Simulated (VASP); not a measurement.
# RuS2 (P-3m1) in VASP: a series of runs

RuS2 is run at these levels: PBEsol; tasks: single point.

Program: VASP 6.6.1. These are calculated values, not measurements. Logs are shortened: lines on timing, memory, paths and dates and some standing lists are left out, and cuts for length are marked.

## 1. The cell of the first run

Symmetry: P-3m1, No. 164, trigonal system. Conventional cell: a = 3.388 Å, b = 3.388 Å, c = 4.935 Å, α = 90.00°, β = 90.00°, γ = 120.00°. Ru (site symmetry -3m) has 6 S at 2.35 Å within 3.1 Å. S (site symmetry 3m) has 3 Ru at 2.35 Å and 3 S at 3.03 Å within 3.1 Å.

## 2. Single point, PBEsol, collinear spin, ferromagnetic start (16.35 Å³/atom)

INCAR reads:

```
SYSTEM = RuS2
PREC = Accurate ; ENCUT = 520
EDIFF = 1E-6 ; ISMEAR = 0
SIGMA = 0.05 ; LREAL = .False.
LASPH = .True. ; NELM = 150
ALGO = Normal ; ISIF = 2
LWAVE = .False. ; LCHARG = .True.
ISPIN = 2 ; MAGMOM = 0.29 0 0
LORBIT = 11 ; LMAXMIX = 4
GGA = PS ; LELF = .True.
LVHAR = .True. ; NBANDS = 24
```

KPOINTS reads:

```
Automatic mesh
0
Gamma
  10 10 6
  0 0 0
```

POSCAR reads:

```
RuS2
1.0
    3.3877679403      0.0000000000      0.0000000000
   -1.6938839701      2.9338930984      0.0000000000
    0.0000000000      0.0000000000      4.9352411200
Ru S
1 2
Direct
    0.0000000000      0.0000000000      0.0000000000
    0.3333333333      0.6666666667      0.2653652438
    0.6666666667      0.3333333333      0.7346347562
```

Potentials or basis: VASP PAW PBE potentials, release 64 (Ru_pv, S).

On the command line:

```console
$ cat potpaw_PBE.64/Ru_pv/POTCAR potpaw_PBE.64/S/POTCAR > POTCAR
$ mpirun -np 1 vasp_std > vasp.out
```

OUTCAR:

```text
SYSTEM = RuS2
   PREC = Accurate
   ENCUT = 520
   EDIFF = 1E-6
   ISMEAR = 0
   LREAL = .False.
   LASPH = .True.
   NELM = 150
   ISIF = 2
   ISPIN = 2
   LORBIT = 11
   GGA = PS

 ion  position               nearest neighbor table
   1  0.000  0.000  0.000-   2 2.35   3 2.35   2 2.35   3 2.35   3 2.35   2 2.35
   2  0.333  0.667  0.265-   1 2.35   1 2.35   1 2.35
   3  0.667  0.333  0.735-   1 2.35   1 2.35   1 2.35

  LATTYP: Found a hexagonal cell.
 ALAT       =     3.3877679403
 C/A-ratio  =     1.4567825208

  Lattice vectors:

 A1 = (   3.3877679403,   0.0000000000,   0.0000000000)
 A2 = (  -1.6938839701,   2.9338930984,   0.0000000000)
 A3 = (   0.0000000000,   0.0000000000,   4.9352411200)

Analysis of symmetry for initial positions (statically):
=====================================================================
 Subroutine PRICEL returns:
 Original cell was already a primitive cell.

 Routine SETGRP: Setting up the symmetry group for a
 hexagonal supercell.

 Subroutine GETGRP returns: Found 12 space group operations
 (whereof 12 operations were pure point group operations)
 out of a pool of 24 trial point group operations.

The static configuration has the point symmetry D_3d.

Analysis of symmetry for dynamics (positions and initial velocities):
=====================================================================
 Subroutine PRICEL returns:
 Original cell was already a primitive cell.

 Routine SETGRP: Setting up the symmetry group for a
 hexagonal supercell.

 Subroutine GETGRP returns: Found 12 space group operations
 (whereof 12 operations were pure point group operations)
 out of a pool of 24 trial point group operations.

The dynamic configuration has the point symmetry D_3d.

Analysis of structural, dynamic, and magnetic symmetry:
=====================================================================
 Subroutine PRICEL returns:
 Original cell was already a primitive cell.

 Routine SETGRP: Setting up the symmetry group for a
 hexagonal supercell.

 Subroutine GETGRP returns: Found 12 space group operations
 (whereof 12 operations were pure point group operations)
 out of a pool of 24 trial point group operations.

The overall configuration has the point symmetry D_3d.

 Subroutine INISYM returns: Found 12 space group operations
 (whereof 12 operations are pure point group operations),
 and found     1 'primitive' translations

----------------------------------------------------------------------------------------
[... 115 lines left out ...]
     AMIX_MAG =   1.60;   BMIX_MAG =  1.00
  volume/ion in A,a.u.               =      16.35       110.34
  Fermi-wavevector in a.u.,A,eV,Ry     =   1.324882  2.503664 23.882471  1.755312
  Thomas-Fermi vector in A             =   2.454384
   LORBIT       =     11    0 simple, 1 ext, 2 COOP (PROOUT), +10 PAW based schemes
   GGA     = PS    functional components
   LHFCALC =     F    Hartree Fock is set to
   AEXX    =    0.0000 exact exchange contribution
   IVDW    =     0    specifies the selected vdW correction
   LEPSILON=     F    determine dielectric tensor
   LRPA    =     F    only Hartree local field effects (RPA)
 spin polarized calculation
 Gauss-broadening in eV      SIGMA  =   0.05
  energy-cutoff  :      520.00
  volume of cell :       49.05
 maximum number of plane-waves:      1350
 NGX is ok and might be reduce to    28
   NGX = 13   NGY = 13   NGZ = 19

 number of electron      25.9999998 magnetization       0.4013775

 Free energy of the ion-electron system (eV)
  ---------------------------------------------------
  ext. energy  EPLUGINS =         0.00000000
  ---------------------------------------------------
  free energy    TOTEN  =       -19.68917953 eV

  energy without entropy =      -19.68422735  energy(sigma->0) =      -19.68670344

 E-fermi :   7.6860     XC(G=0): -11.5184

 val. band max:        7.6847959627   @ k =   0.2000   0.2000   0.1667
 cond. band min:       7.6929710428   @ k =   0.1000   0.1000   0.5000
 fundamental gap:      0.0081750801
 Fermi energy:         7.6859907688

 spin component 1

 k-point     1 :       0.0000    0.0000    0.0000
  band No.  band energies     occupation
      1     -35.1554      1.00000
      2     -35.0810      1.00000
      3     -35.0810      1.00000
      4      -7.3741      1.00000
      5      -4.4346      1.00000
      6       0.7652      1.00000
[... 637 lines left out ...]
     23      19.9256      0.00000
     24      22.4522      0.00000

 [... further k-points ...]

 spin component 2

 k-point     1 :       0.0000    0.0000    0.0000
  band No.  band energies     occupation
      1     -34.9416      1.00000
      2     -34.8602      1.00000
      3     -34.8602      1.00000
      4      -7.3252      1.00000
      5      -4.3851      1.00000
      6       0.8395      1.00000
[... 637 lines left out ...]
     23      19.9772      0.00000
     24      22.5095      0.00000

 [... further k-points ...]
[... 5 lines left out ...]
  --------------------------------------------------------------------------------------
  -------------------------------------------------------------------------------------
  Total       -0.4110617     -0.4110617     -0.3674358     -0.0000000      0.0000000      0.0000000
  in kB      -13.4261447    -13.4261447    -12.0012281     -0.0000000      0.0000000      0.0000000
  external PRESSURE =     -12.9511725 kB  Pullay stress =       0.0000000 kB

 VOLUME and BASIS-vectors are now :
 -----------------------------------------------------------------------------
  energy-cutoff  :      520.00
  volume of cell :       49.05
      direct lattice vectors                 reciprocal lattice vectors
     3.387767940  0.000000000  0.000000000     0.295179604  0.170422024  0.000000000
    -1.693883970  2.933893098  0.000000000     0.000000000  0.340844048  0.000000000
     0.000000000  0.000000000  4.935241120     0.000000000  0.000000000  0.202624345

 POSITION                                       TOTAL-FORCE (eV/Angst)
 -----------------------------------------------------------------------------------
      0.00000      0.00000      0.00000        -0.000000      0.000000      0.000000
     -0.00000      1.95593      1.30964        -0.000000     -0.000000     -0.013616
      1.69388      0.97796      3.62560         0.000000      0.000000      0.013616
 -----------------------------------------------------------------------------------
    total drift:                                0.000000     -0.000000      0.000000

  FREE ENERGIE OF THE ION-ELECTRON SYSTEM (eV)
  ---------------------------------------------------
  free  energy   TOTEN  =       -19.6891795255 eV

  energy  without entropy=      -19.6842273546  energy(sigma->0) =      -19.68670344

 total charge

# of ion       s       p       d       tot
------------------------------------------
    1        0.346   6.295   6.040  12.681
    2        1.356   2.263   0.000   3.619
    3        1.356   2.263   0.000   3.619
--------------------------------------------------
tot          3.058  10.822   6.040  19.919

 magnetization (x)

# of ion       s       p       d       tot
------------------------------------------
    1        0.006   0.007   0.286   0.299
    2        0.001   0.028   0.000   0.029
    3        0.001   0.028   0.000   0.029
--------------------------------------------------
tot          0.009   0.062   0.286   0.357
```

OSZICAR:

```text
N       E                     dE             d eps       ncg     rms          rms(c)
DAV:   1     0.196552523188E+03    0.19655E+03   -0.13319E+04  6976   0.100E+03
DAV:   2    -0.130226686976E+02   -0.20958E+03   -0.20222E+03  8248   0.287E+02
DAV:   3    -0.206389805933E+02   -0.76163E+01   -0.75437E+01  8952   0.545E+01
DAV:   4    -0.207104058203E+02   -0.71425E-01   -0.71397E-01  7840   0.569E+00
DAV:   5    -0.207114727691E+02   -0.10669E-02   -0.10660E-02  9376   0.665E-01    0.210E+01
DAV:   6    -0.207168703601E+02   -0.53976E-02   -0.14913E+01  8320   0.219E+01    0.107E+01
DAV:   7    -0.198076955449E+02    0.90917E+00   -0.71952E+00  7216   0.167E+01    0.735E+00
DAV:   8    -0.196878745938E+02    0.11982E+00   -0.52046E-01  8472   0.435E+00    0.128E+00
DAV:   9    -0.196883424015E+02   -0.46781E-03   -0.16636E-02  8160   0.693E-01    0.368E-01
DAV:  10    -0.196883612749E+02   -0.18873E-04   -0.12491E-03  8504   0.216E-01    0.154E-01
DAV:  11    -0.196886516819E+02   -0.29041E-03   -0.37904E-04  8192   0.990E-02    0.123E-01
DAV:  12    -0.196889300326E+02   -0.27835E-03   -0.28458E-04  7840   0.779E-02    0.838E-02
DAV:  13    -0.196891719834E+02   -0.24195E-03   -0.62851E-04  7664   0.119E-01    0.297E-02
DAV:  14    -0.196891776716E+02   -0.56882E-05   -0.32488E-05  8632   0.328E-02    0.208E-02
DAV:  15    -0.196891744793E+02    0.31922E-05   -0.23426E-06  6120   0.902E-03    0.154E-02
DAV:  16    -0.196891793378E+02   -0.48585E-05   -0.11634E-05  6920   0.169E-02    0.391E-03
DAV:  17    -0.196891795255E+02   -0.18763E-06   -0.87550E-07  3888   0.537E-03
   1 F= -.19689180E+02 E0= -.19686703E+02  d E =-.495217E-02  mag=     0.4015
```

It took 3.7 min on 1 thread of Intel Xeon 8259CL, shared host; peak memory 0.28 GiB.

Results:

```
Free energy                                           : -19.6892 eV
Pressure                                              : -1.3 GPa
Largest force                                         : 0.014 eV/Å
Net moment                                            : 0.40 μB per cell
Site moments                                          : Ru +0.30; S +0.03 μB
Valence electrons inside the program's atomic spheres : Ru 12.68; S 3.62
```

Forces in eV/Å, atoms in the order of the input:
```
Ru   0.000  0.000  0.000
S    0.000  0.000 -0.014
S    0.000  0.000  0.014
```

Caveat: a moment this small can come from the mesh or the smearing; the PAW data sets were made with another functional, which shifts forces and pressure a little.

## 3. Single point, PBEsol, collinear spin, ferromagnetic start (16.67 Å³/atom)

This run uses another cell than the first one, of 16.67 Å³/atom.

INCAR reads:

```
SYSTEM = RuS2
  ALGO = Normal
  EDIFF = 1E-6
  ENCUT = 520
  GGA = PS
  ISIF = 2
  ISMEAR = 0
  ISPIN = 2
  LASPH = .TRUE.
  LCHARG = .FALSE.
  LMAXMIX = 4
  LORBIT = 11
  LREAL = .FALSE.
  LWAVE = .FALSE.
  MAGMOM = 0.28 0 0
  NBANDS = 24
  NELM = 150
  PREC = Accurate
  SIGMA = 0.05
```

KPOINTS reads:

```
k-points
0
G
  10 10 6
  0 0 0
```

POSCAR reads:

```
RuS2
1.0
    3.4026998212      0.0000000000      0.0000000000
   -1.7013499106      2.9468244866      0.0000000000
    0.0000000000      0.0000000000      4.9879440622
Ru S
1 2
Direct
    0.0000000000      0.0000000000      0.0000000000
    0.3333333333      0.6666666667      0.2610022013
    0.6666666667      0.3333333333      0.7389977987
```

Potentials or basis: VASP PAW PBE potentials, release 64 (Ru_pv, S).

On the command line:

```console
$ cat potpaw_PBE.64/Ru_pv/POTCAR potpaw_PBE.64/S/POTCAR > POTCAR
$ mpirun -np 1 vasp_std > vasp.out
```

OUTCAR:

```text
SYSTEM = RuS2
   EDIFF = 1E-6
   ENCUT = 520
   GGA = PS
   ISIF = 2
   ISMEAR = 0
   ISPIN = 2
   LASPH = .TRUE.
   LORBIT = 11
   LREAL = .FALSE.
   NELM = 150
   PREC = Accurate

 ion  position               nearest neighbor table
   1  0.000  0.000  0.000-   2 2.36   3 2.36   2 2.36   3 2.36   3 2.36   2 2.36
   2  0.333  0.667  0.261-   1 2.36   1 2.36   1 2.36
   3  0.667  0.333  0.739-   1 2.36   1 2.36   1 2.36

  LATTYP: Found a hexagonal cell.
 ALAT       =     3.4026998212
 C/A-ratio  =     1.4658783684

  Lattice vectors:

[... 1518 lines left out ...]
  energy-cutoff  :      520.00
  volume of cell :       50.01
      direct lattice vectors                 reciprocal lattice vectors
     3.402699821  0.000000000  0.000000000     0.293884284  0.169674170  0.000000000
    -1.701349911  2.946824487  0.000000000     0.000000000  0.339348341  0.000000000
     0.000000000  0.000000000  4.987944062     0.000000000  0.000000000  0.200483403

 POSITION                                       TOTAL-FORCE (eV/Angst)
 -----------------------------------------------------------------------------------
      0.00000      0.00000      0.00000         0.000000      0.000000      0.000000
     -0.00000      1.96455      1.30186        -0.000000      0.000000     -0.013282
      1.70135      0.98227      3.68608         0.000000      0.000000      0.013282
 -----------------------------------------------------------------------------------
    total drift:                                0.000000     -0.000000     -0.000000

  FREE ENERGIE OF THE ION-ELECTRON SYSTEM (eV)
  ---------------------------------------------------
  free  energy   TOTEN  =       -19.6797753987 eV

  energy  without entropy=      -19.6745948718  energy(sigma->0) =      -19.67718514

 total charge

# of ion       s       p       d       tot
------------------------------------------
    1        0.346   6.293   6.031  12.669
    2        1.356   2.262   0.000   3.618
    3        1.356   2.262   0.000   3.618
--------------------------------------------------
tot          3.057  10.818   6.031  19.905

 magnetization (x)

# of ion       s       p       d       tot
------------------------------------------
    1        0.005   0.007   0.271   0.283
    2        0.001   0.029   0.000   0.031
    3        0.001   0.029   0.000   0.031
--------------------------------------------------
tot          0.008   0.066   0.271   0.344
```

OSZICAR:

```text
N       E                     dE             d eps       ncg     rms          rms(c)
DAV:   1     0.196643256203E+03    0.19664E+03   -0.13338E+04  6960   0.100E+03
DAV:   2    -0.130025155786E+02   -0.20965E+03   -0.20233E+03  8288   0.285E+02
DAV:   3    -0.206529398909E+02   -0.76504E+01   -0.75830E+01  8896   0.544E+01
DAV:   4    -0.207256413417E+02   -0.72701E-01   -0.72673E-01  7896   0.571E+00
DAV:   5    -0.207268154505E+02   -0.11741E-02   -0.11738E-02  9400   0.683E-01    0.208E+01
DAV:   6    -0.207354647460E+02   -0.86493E-02   -0.15256E+01  8288   0.221E+01    0.108E+01
DAV:   7    -0.197961266262E+02    0.93934E+00   -0.73258E+00  7272   0.169E+01    0.721E+00
DAV:   8    -0.196789577040E+02    0.11717E+00   -0.51309E-01  8648   0.434E+00    0.126E+00
DAV:   9    -0.196793836860E+02   -0.42598E-03   -0.16911E-02  8008   0.686E-01    0.357E-01
DAV:  10    -0.196792258180E+02    0.15787E-03   -0.11312E-03  8432   0.207E-01    0.137E-01
DAV:  11    -0.196793537734E+02   -0.12796E-03   -0.28509E-04  8272   0.878E-02    0.949E-02
DAV:  12    -0.196794848239E+02   -0.13105E-03   -0.12353E-04  8016   0.522E-02    0.704E-02
DAV:  13    -0.196796684193E+02   -0.18360E-03   -0.24519E-04  7728   0.762E-02    0.483E-02
DAV:  14    -0.196797357079E+02   -0.67289E-04   -0.97271E-05  8360   0.468E-02    0.333E-02
DAV:  15    -0.196797633287E+02   -0.27621E-04   -0.48339E-05  7736   0.314E-02    0.192E-02
DAV:  16    -0.196797748147E+02   -0.11486E-04   -0.59593E-05  7888   0.367E-02    0.531E-03
DAV:  17    -0.196797753987E+02   -0.58402E-06   -0.26917E-06  5952   0.943E-03
   1 F= -.19679775E+02 E0= -.19677185E+02  d E =-.518053E-02  mag=     0.3899
```

stdout:

```text
POSCAR found type information on POSCAR RuS
 POSCAR found :  2 types and       3 ions
 scaLAPACK will be used
 -----------------------------------------------------------------------------
|                                                                             |
|                                                                             |
|     You enforced a specific xc type in the INCAR file but a different       |
|     I HOPE YOU KNOW WHAT YOU ARE DOING!                                     |
|                                                                             |
 -----------------------------------------------------------------------------

 LDA part: xc-table for (Slater+PW92), standard interpolation
 POSCAR, INCAR and KPOINTS ok, starting setup
 FFT: planning ... GRIDC
 FFT: planning ... GRID_SOFT
 FFT: planning ... GRID
 WAVECAR not read
 entering main loop
```

Wall time 3.8 min (1 thread of Intel Xeon 8259CL, shared host); peak memory 0.28 GiB.

Results:

```yaml
Free_energy: -19.6798 eV
Pressure: -2.2 GPa
Largest_force: 0.013 eV/Å
Net_moment: 0.39 μB per cell
Site_moments: Ru +0.28; S +0.03 μB
Valence_electrons_inside_the_program's_atomic_spheres: Ru 12.67; S 3.62
```

Forces on the atoms (eV/Å):
```
Ru   0.000  0.000  0.000
S    0.000  0.000 -0.013
S    0.000  0.000  0.013
```

Caveat: a moment this small can come from the mesh or the smearing; the PAW data sets were made with another functional, which shifts forces and pressure a little.
